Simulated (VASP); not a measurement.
# W (Im-3m) in VASP: a series of runs, part 2 of 2

VASP 6.6.1. Earlier steps stand in the parts before.

## Step 3: Single point, PBEsol

This run uses another cell than the first one, of 15.46 Å³/atom, 1.068 times its volume.

Input file INCAR:

```
PREC = Accurate
ENCUT = 520
EDIFF = 1E-6
ISMEAR = -1
SIGMA = 0.05
LREAL = False
LASPH = True
NELM = 100
ALGO = Normal
ISIF = 2
LWAVE = False
LCHARG = True
GGA = PS
LELF = True
LVHAR = True
NBANDS = 13
```

Input file KPOINTS:

```
regular mesh
0
Gamma
  12 12 12
```

Input file POSCAR:

```
W
1.0
   -1.5692911778      1.5692911778      1.5692911778
    1.5692911778     -1.5692911778      1.5692911778
    1.5692911778      1.5692911778     -1.5692911778
W
1
Direct
    0.0000000000      0.0000000000      0.0000000000
```

Potentials or basis: VASP PAW PBE potentials, release 64 (W_sv).

Run with:

```bash
cat potpaw_PBE.64/W_sv/POTCAR > POTCAR
mpirun -np 1 vasp_std > vasp.out
```

OUTCAR:

```text
PREC = Accurate
   ENCUT = 520
   EDIFF = 1E-6
   ISMEAR = -1
   LREAL = False
   LASPH = True
   NELM = 100
   ISIF = 2
   GGA = PS

 ion  position               nearest neighbor table
   1  0.000  0.000  0.000-

  LATTYP: Found a body centered cubic cell.
 ALAT       =     3.1385823556

  Lattice vectors:

 A1 = (  -1.5692911778,   1.5692911778,   1.5692911778)
 A2 = (   1.5692911778,  -1.5692911778,   1.5692911778)
 A3 = (   1.5692911778,   1.5692911778,  -1.5692911778)

Analysis of symmetry for initial positions (statically):
=====================================================================
 Subroutine PRICEL returns:
 Original cell was already a primitive cell.

 Routine SETGRP: Setting up the symmetry group for a
 body centered cubic supercell.

 Subroutine GETGRP returns: Found 48 space group operations
 (whereof 48 operations were pure point group operations)
 out of a pool of 48 trial point group operations.

The static configuration has the point symmetry O_h .

Analysis of symmetry for dynamics (positions and initial velocities):
=====================================================================
 Subroutine PRICEL returns:
 Original cell was already a primitive cell.

 Routine SETGRP: Setting up the symmetry group for a
 body centered cubic supercell.

 Subroutine GETGRP returns: Found 48 space group operations
 (whereof 48 operations were pure point group operations)
 out of a pool of 48 trial point group operations.

The dynamic configuration has the point symmetry O_h .

 Subroutine INISYM returns: Found 48 space group operations
 (whereof 48 operations are pure point group operations),
 and found     1 'primitive' translations

----------------------------------------------------------------------------------------

                                     Primitive cell
[... 107 lines left out ...]
   IMIX   =      4    mixing-type and parameters
     AMIX     =   0.40;   BMIX     =  1.00
     AMIX_MAG =   1.60;   BMIX_MAG =  1.00
  volume/ion in A,a.u.               =      15.46       104.32
  Fermi-wavevector in a.u.,A,eV,Ry     =   1.583898  2.993134 34.133399  2.508734
  Thomas-Fermi vector in A             =   2.683599
   LORBIT       =      0    0 simple, 1 ext, 2 COOP (PROOUT), +10 PAW based schemes
   GGA     = PS    functional components
   LHFCALC =     F    Hartree Fock is set to
   AEXX    =    0.0000 exact exchange contribution
   IVDW    =     0    specifies the selected vdW correction
   LEPSILON=     F    determine dielectric tensor
   LRPA    =     F    only Hartree local field effects (RPA)
 non-spin polarized calculation
  energy-cutoff  :      520.00
  volume of cell :       15.46
 maximum number of plane-waves:       430
   NGX = 11   NGY = 11   NGZ = 11

 number of electron      14.0000004 magnetization

 Free energy of the ion-electron system (eV)
  ---------------------------------------------------
  ext. energy  EPLUGINS =         0.00000000
  ---------------------------------------------------
  free energy    TOTEN  =       -13.80191922 eV

  energy without entropy =      -13.79671625  energy(sigma->0) =      -13.79931774

 E-fermi :  11.5782     XC(G=0): -13.9034

 val. band max:       11.5736553682   @ k =   0.4167   0.0833   0.0000
 cond. band min:      11.6064433491   @ k =  -0.1667   0.1667   0.1667
 fundamental gap:      0.0327879810
 Fermi energy:        11.5781978790

 k-point     1 :       0.0000    0.0000    0.0000
  band No.  band energies     occupation
      1     -62.4697      2.00000
      2     -25.9886      2.00000
      3     -25.9886      2.00000
      4     -25.9886      2.00000
      5       1.8491      2.00000
      6      10.3654      2.00000
      7      10.3654      2.00000
      8      10.3654      2.00000
      9      13.9373      0.00000
     10      13.9373      0.00000
     11      26.2385      0.00000
     12      26.2385      0.00000
     13      26.2385      0.00000
[... 354 lines left out ...]
  band No.  band energies     occupation
      1     -62.3163      2.00000
      2     -27.3020      2.00000
      3     -26.5093      2.00000
      4     -26.0926      2.00000
      5       5.8761      2.00000
      6       7.9103      2.00000
      7      11.4377      1.88652
      8      14.1083      0.00000
      9      14.9040      0.00000
     10      19.3433      0.00000
     11      21.9047      0.00000
     12      23.9701      0.00000
     13      28.0843      0.00000

 [... further k-points ...]
[... 5 lines left out ...]
  --------------------------------------------------------------------------------------
  -------------------------------------------------------------------------------------
  Total        0.5514162      0.5514162      0.5514162     -0.0000000      0.0000000      0.0000000
  in kB       57.1504314     57.1504314     57.1504314     -0.0000000      0.0000000      0.0000000
  external PRESSURE =      57.1504314 kB  Pullay stress =       0.0000000 kB

 VOLUME and BASIS-vectors are now :
 -----------------------------------------------------------------------------
  energy-cutoff  :      520.00
  volume of cell :       15.46
      direct lattice vectors                 reciprocal lattice vectors
    -1.569291178  1.569291178  1.569291178     0.000000000  0.318615186  0.318615186
     1.569291178 -1.569291178  1.569291178     0.318615186  0.000000000  0.318615186
     1.569291178  1.569291178 -1.569291178     0.318615186  0.318615186  0.000000000

 POSITION                                       TOTAL-FORCE (eV/Angst)
 -----------------------------------------------------------------------------------
      0.00000      0.00000      0.00000         0.000000     -0.000000     -0.000000
 -----------------------------------------------------------------------------------
    total drift:                                0.000000     -0.000000      0.000000

  FREE ENERGIE OF THE ION-ELECTRON SYSTEM (eV)
  ---------------------------------------------------
  free  energy   TOTEN  =       -13.8019192222 eV

  energy  without entropy=      -13.7967162548  energy(sigma->0) =      -13.79931774
```

OSZICAR:

```text
N       E                     dE             d eps       ncg     rms          rms(c)
DAV:   1     0.834763303242E+02    0.83476E+02   -0.75413E+03  1872   0.124E+03
DAV:   2    -0.128448635237E+02   -0.96321E+02   -0.92483E+02  2097   0.316E+02
DAV:   3    -0.144726634220E+02   -0.16278E+01   -0.16244E+01  2032   0.400E+01
DAV:   4    -0.144786697330E+02   -0.60063E-02   -0.60062E-02  2062   0.273E+00
DAV:   5    -0.144787190287E+02   -0.49296E-04   -0.49296E-04  2082   0.229E-01    0.227E+01
DAV:   6    -0.139513278638E+02    0.52739E+00   -0.41345E-01  1947   0.858E+00    0.922E+00
DAV:   7    -0.138069181480E+02    0.14441E+00   -0.22116E-01  2057   0.594E+00    0.605E-01
DAV:   8    -0.138021273317E+02    0.47908E-02   -0.48896E-03  1907   0.955E-01    0.136E-01
DAV:   9    -0.138019215655E+02    0.20577E-03   -0.14192E-04  2102   0.144E-01    0.345E-02
DAV:  10    -0.138019189870E+02    0.25785E-05   -0.10443E-05  2022   0.442E-02    0.130E-03
DAV:  11    -0.138019192222E+02   -0.23524E-06   -0.19710E-07  1216   0.589E-03
   1 F= -.13801919E+02 E0= -.13799318E+02  d E =-.520297E-02
```

Wall time 4.5 s (1 thread of Intel Xeon 6975P-C (Granite Rapids), shared host); peak memory 0.13 GiB.

What came out:

| Property | Result |
| --- | --- |
| Free energy | -13.8019 eV |
| Pressure | 5.7 GPa |
| Band gap on the k mesh | zero (band 7 reaches 17.01 eV, above the bottom of band 8 at 10.37 eV) |

Caveat: the PAW data sets were made with another functional, which shifts forces and pressure a little; spin-orbit coupling is left out, which moves the levels of the heavy elements.

## Step 4: Single point, PBEsol

This run uses another cell than the first one, of 15.23 Å³/atom, 1.053 times its volume.

Input file INCAR:

```
PREC = Accurate ; ENCUT = 520
EDIFF = 1E-6 ; ISMEAR = -1
SIGMA = 0.05 ; LREAL = F
LASPH = T ; NELM = 60
ALGO = Normal ; ISIF = 2
LWAVE = F ; LCHARG = F
GGA = PS ; NBANDS = 13
```

Input file KPOINTS:

```
Automatic mesh
0
Gamma
  12 12 12
```

Input file POSCAR:

```
W
1.0
   -1.5616870748      1.5616870748      1.5616870748
    1.5616870748     -1.5616870748      1.5616870748
    1.5616870748      1.5616870748     -1.5616870748
W
1
Direct
    0.0000000000      0.0000000000      0.0000000000
```

Run with:

```bash
cat potpaw_PBE.64/W_sv/POTCAR > POTCAR
mpirun -np 1 vasp_std > vasp.out
```

It took 4.6 s on 1 thread of Intel Xeon 6975P-C (Granite Rapids), shared host; peak memory 0.13 GiB.

The run converged. Its results:

```yaml
Free_energy: -13.7903 eV
Pressure: 10.8 GPa
Band_gap_on_the_k_mesh: zero (band 7 reaches 17.34 eV, above the bottom of band 8 at 10.56 eV)
```

Levels at points of the mesh, in eV from the Fermi level:
| k point | band 4 | band 5 | band 6 | band 7 | band 8 | band 9 | band 10 | band 11 |
| --- | --- | --- | --- | --- | --- | --- | --- | --- |
| (0.00, 0.00, 0.00) | -37.54 | -9.83 | -1.25 | -1.25 | -1.25 | 2.38 | 2.38 | 14.67 |
| (0.50, 0.00, 0.00) | -37.55 | -6.51 | -3.72 | 0.89 | 2.30 | 3.33 | 6.58 | 11.65 |
| (0.50, 0.50, 0.50) | -38.56 | -6.13 | -6.13 | 5.52 | 5.52 | 5.52 | 8.63 | 8.63 |

Caveat: the PAW data sets were made with another functional, which shifts forces and pressure a little; spin-orbit coupling is left out, which moves the levels of the heavy elements.

## Step 5: Single point, PBEsol

This run uses another cell than the first one, of 14.83 Å³/atom, 1.025 times its volume.

Input file INCAR:

```
SYSTEM = W
  PREC = Accurate
  ENCUT = 520
  EDIFF = 1E-7
  ISMEAR = -1
  SIGMA = 0.05
  LREAL = .False.
  LASPH = .True.
  NELM = 80
  ALGO = Normal
  ISIF = 2
  LWAVE = .False.
  LCHARG = .False.
  GGA = PS
  NBANDS = 13
```

Input file KPOINTS:

```
Automatic mesh
0
Gamma
  12 12 12
  0 0 0
```

Input file POSCAR:

```
W
1.0
   -1.5477098151      1.5477098151      1.5477098151
    1.5477098151     -1.5477098151      1.5477098151
    1.5477098151      1.5477098151     -1.5477098151
W
1
Direct
    0.0000000000      0.0000000000      0.0000000000
```

Run with:

```bash
cat potpaw_PBE.64/W_sv/POTCAR > POTCAR
mpirun -np 1 vasp_std > vasp.out
```

Run time: 4.7 s. Hardware: 1 thread of Intel Xeon 6975P-C (Granite Rapids), shared host; peak memory 0.13 GiB.

Results (log left out):

```yaml
Free_energy: -13.7498 eV
Pressure: 21.1 GPa
Band_gap_on_the_k_mesh: zero (band 7 reaches 17.95 eV, above the bottom of band 8 at 10.92 eV)
```

Levels at points of the mesh, in eV from the Fermi level:
| k point | band 4 | band 5 | band 6 | band 7 | band 8 | band 9 | band 10 | band 11 |
| --- | --- | --- | --- | --- | --- | --- | --- | --- |
| (0.00, 0.00, 0.00) | -37.49 | -10.01 | -1.33 | -1.33 | -1.33 | 2.41 | 2.41 | 14.70 |
| (0.50, 0.00, 0.00) | -37.50 | -6.73 | -3.90 | 0.97 | 2.36 | 3.42 | 6.81 | 11.68 |
| (0.50, 0.50, 0.50) | -38.60 | -6.40 | -6.40 | 5.70 | 5.70 | 5.70 | 8.83 | 8.83 |

Caveat: the PAW data sets were made with another functional, which shifts forces and pressure a little; spin-orbit coupling is left out, which moves the levels of the heavy elements.

## Step 6: Single point, PBEsol

This run uses another cell than the first one, of 15.70 Å³/atom, 1.085 times its volume.

Input file INCAR:

```
ALGO = Normal
EDIFF = 1E-6
ENCUT = 520
GGA = PS
ISIF = 2
ISMEAR = -1
LASPH = T
LCHARG = F
LREAL = F
LWAVE = F
NBANDS = 13
NELM = 100
PREC = Accurate
SIGMA = 0.05
```

Input file KPOINTS:

```
k-points
0
Gamma
  12 12 12
```

Input file POSCAR:

```
W
1.0
   -1.5773399531      1.5773399531      1.5773399531
    1.5773399531     -1.5773399531      1.5773399531
    1.5773399531      1.5773399531     -1.5773399531
W
1
Direct
    0.0000000000      0.0000000000      0.0000000000
```

Potentials or basis: VASP PAW PBE potentials, release 64 (W_sv).

Run with:

```bash
cat potpaw_PBE.64/W_sv/POTCAR > POTCAR
mpirun -np 1 vasp_std > vasp.out
```

It took 4.6 s on 1 thread of Intel Xeon 6975P-C (Granite Rapids), shared host; peak memory 0.13 GiB.

It converged, with:

```yaml
Free_energy: -13.8068 eV
Pressure: 0.6 GPa
Band_gap_on_the_k_mesh: zero (band 7 reaches 16.67 eV, above the bottom of band 8 at 10.17 eV)
```

Levels at points of the mesh, in eV from the Fermi level:
```
           k point  band 4  band 5  band 6  band 7  band 8  band 9  band 10  band 11
(0.00, 0.00, 0.00)  -37.60   -9.63   -1.17   -1.17   -1.17    2.34     2.34    14.64
(0.50, 0.00, 0.00)  -37.61   -6.28   -3.54    0.81    2.24    3.23     6.33    11.31
(0.50, 0.50, 0.50)  -38.53   -5.85   -5.85    5.33    5.33    5.33     8.41     8.41
```

Caveat: the PAW data sets were made with another functional, which shifts forces and pressure a little; spin-orbit coupling is left out, which moves the levels of the heavy elements.

## Step 7: Summary

| cell | gap on the mesh (eV) | pressure (GPa) |
| --- | --- | --- |
| a = 2.659 Å, angles 109.5°, 1 atom | none | 31.3 |
| a = 2.718 Å, angles 109.5°, 1 atom | none | 5.7 |
| a = 2.705 Å, angles 109.5°, 1 atom | none | 10.8 |
| a = 2.681 Å, angles 109.5°, 1 atom | none | 21.1 |
| a = 2.732 Å, angles 109.5°, 1 atom | none | 0.6 |

Alike in all rows: task single point; level PBEsol; potentials or basis VASP PAW PBE potentials, release 64 (W_sv); no spin polarisation; k mesh 12 × 12 × 12; cutoff (eV) 520; smearing fermi-dirac 0.05 eV.

Caveats: the PAW data sets were made with another functional, which shifts forces and pressure a little; spin-orbit coupling is left out, which moves the levels of the heavy elements.

Absolute energies hang on the potentials; compare differences alone.
